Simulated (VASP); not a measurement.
Write the native input for VASP 6.6.1 that does the following.

| Quantity | Value |
| --- | --- |
| Task | single point |
| Functional | PBE |
| Dispersion | D3(BJ) |
| Potentials or basis | VASP PAW PBE potentials, release 64 (Sn_d, O) |
| Cutoff | 520 eV |
| k mesh | 12 × 12 × 4 |
| Occupations | gaussian, width 0.05 eV |
| Spin | no spin polarisation |
| Dipole correction | no |
| Further INCAR settings | ALGO = Normal; EDIFF = 1e-06; NBANDS = 35 |

The structure of SnO2 lies in POSCAR:

```
SnO2
1.0
    3.1310085445      0.0000000000      0.0000000000
   -1.5655042722      2.7115329390      0.0000000000
    0.0000000000      0.0000000000     10.0782601327
Sn O
2 4
Direct
   -0.1949774738      0.0000000000      0.5000000000
    0.1949774738      0.0000000000      0.0000000000
    0.4692382690      0.3333333333      0.4018520904
    0.8640950643      0.3333333333      0.0981479096
    0.1359049357      0.6666666667      0.5981479096
    0.5307617310      0.6666666667      0.9018520904
```

This cell differs from its parent crystal: atoms displaced along a vibrational mode, the cell strained.

The input as run:

INCAR

```
PREC = Accurate ; ENCUT = 520
EDIFF = 1E-6 ; ISMEAR = 0
SIGMA = 0.05 ; LREAL = False
LASPH = True ; NELM = 80
ALGO = Normal ; ISIF = 2
LWAVE = False ; LCHARG = False
GGA = PE ; IVDW = 12
NBANDS = 35
```

KPOINTS

```
Automatic mesh
0
Gamma
  12 12 4
```

Potentials or basis: VASP PAW PBE potentials, release 64 (Sn_d, O).

Command:

```sh
$ cat potpaw_PBE.64/Sn_d/POTCAR potpaw_PBE.64/O/POTCAR > POTCAR
$ mpirun -np 1 vasp_std > vasp.out
```

Results of the run:

```json
{"Pressure": "12.8 GPa", "Largest force": "1.072 eV/Å", "Band gap on the k mesh": "2.69 eV (least direct gap 3.11 eV)", "Dispersion energy per atom": "-0.178 eV"}
```

Caveat: the cell differs from its parent crystal (atoms displaced along a vibrational mode, the cell strained); the stress differs along the axes, from 6 to 16 GPa; spin-orbit coupling is left out, which moves the levels of the heavy elements; forces of over 1 eV/Å act on the atoms, so gaps and moduli don't describe the material at rest.

Wall time 4.4 min on 1 thread of Intel(R) Xeon(R) Platinum 8488C (Sapphire Rapids), on a shared host, peak memory 0.42 GiB.
